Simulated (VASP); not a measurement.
Ga:

```
Ga
1.0
    -1.38440    1.38440    2.31122
     1.38440   -1.38440    2.31122
     1.38440    1.38440   -2.31122
Ga
1
Direct
  0.00000 0.00000 0.00000
```

```yaml
Program: VASP 6.6.1
Task: relaxation of cell and atoms
Functional: RPBE
Potentials_or_basis: VASP PAW PBE potentials, release 64 (Ga_d)
Cutoff: 600 eV
k_mesh: 13 × 13 × 13
Occupations: fermi-dirac, width 0.05 eV
Spin: no spin polarisation
```

At the start: pressure 5.6 GPa; volume 17.72 Å³/atom.

Q: How do energy, volume and symmetry change on relaxing?

A: Over 19 steps the energy falls by 35.2 meV/atom and the volume is 19.70 Å³/atom (+11.2 %); space group I4/mmm (No. 139, to 0.1 Å) before and after.

Step by step:
| step | energy change (eV) | largest force (eV/Å) | pressure (GPa) | volume (Å³) |
| --- | --- | --- | --- | --- |
| 1 | 0.0000 | 0.0000 | 5.62 | 17.72 |
| 2 | -0.0295 | 0.0000 | 0.65 | 19.36 |
| 3 | -0.0300 | 0.0000 | -0.13 | 19.73 |
| 4 | -0.0301 | 0.0000 | -0.02 | 19.67 |
| 5 | -0.0301 | 0.0000 | 0.05 | 19.63 |
| 6 | -0.0302 | 0.0000 | 0.00 | 19.63 |
| 7 | -0.0306 | 0.0000 | 0.00 | 19.62 |
| 8 | -0.0326 | 0.0000 | 0.05 | 19.61 |
| 9 | -0.0351 | 0.0000 | 0.35 | 19.56 |
| 10 | -0.0351 | 0.0000 | 0.35 | 19.57 |
| 11 | -0.0352 | 0.0000 | -0.03 | 19.66 |
| 12 | -0.0352 | 0.0000 | 0.12 | 19.64 |
| 13 | -0.0352 | 0.0000 | 0.11 | 19.65 |
| 14 | -0.0352 | 0.0000 | 0.10 | 19.65 |
| 15 | -0.0352 | 0.0000 | 0.09 | 19.66 |
| 16 | -0.0352 | 0.0000 | 0.26 | 19.65 |
| 17 | -0.0352 | 0.0000 | -0.14 | 19.72 |
| 18 | -0.0352 | 0.0000 | 0.05 | 19.70 |
| 19 | -0.0352 | 0.0000 | -0.02 | 19.70 |

Final structure:
```xyz
1
Lattice="-1.4673 1.4673 2.2880 1.4673 -1.4673 2.2880 1.4673 1.4673 -2.2880" Properties=species:S:1:pos:R:3 pbc="T T T"
Ga    0.0000    0.0000    0.0000
```

Caveat: the PAW data sets were made with another functional, which shifts forces and pressure a little.
